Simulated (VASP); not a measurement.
Rh2Au: single point with PBE

The system is Rh2Au.

```xyz
3
Lattice="3.7935 -0.0720 0.0972 -1.9591 3.1467 -0.0236 0.1587 0.0471 5.9826" Properties=species:S:1:pos:R:3 pbc="T T T"
Au    1.9933    0.8779    5.1060
Rh    2.0243    3.0664    6.6220
Rh    3.9297    2.0957    9.6836
```

```json
{"Program": "VASP 6.6.1", "Task": "single point", "Functional": "PBE", "Potentials or basis": "VASP PAW PBE potentials, release 64 (Au_sv_GW, Rh_sv_GW)", "Cutoff": "620 eV", "k mesh": "3 × 3 × 1", "Occupations": "fermi-dirac, width 0.15 eV", "Spin": "no spin polarisation"}
```

```json
{
  "Pressure": "-5.3 GPa",
  "Largest force": "2.159 eV/Å",
  "Band gap on the k mesh": "zero (an odd number of electrons rules out a gap without spin polarisation)"
}
```

Forces on the atoms (eV/Å):
```
Au   0.275  1.781  0.728
Rh  -1.019 -0.406  0.762
Rh   0.744 -1.375 -1.489
```

Stress tensor (GPa, compression positive):
```
-8.33  4.64 -6.21
 4.64 -3.29  3.64
-6.21  3.64 -4.20
```

Levels at points of the mesh, in eV from the Fermi level:
```csv
k point,band 25,band 26,band 27,band 28,band 29,band 30
"(0.00, 0.00, 0.00)",-0.12,-0.03,0.23,0.69,0.81,1.70
```

Run time: 28 s on 1 thread of Intel(R) Xeon(R) Platinum 8488C (Sapphire Rapids), on a shared host, peak memory 0.21 GiB.

Caveat: the k points lie up to 1.05 Å⁻¹ apart, too coarse for converged energies and pressures of a metal; spin-orbit coupling is left out, which moves the levels of the heavy elements; forces of over 1 eV/Å act on the atoms, so gaps and moduli don't describe the material at rest.
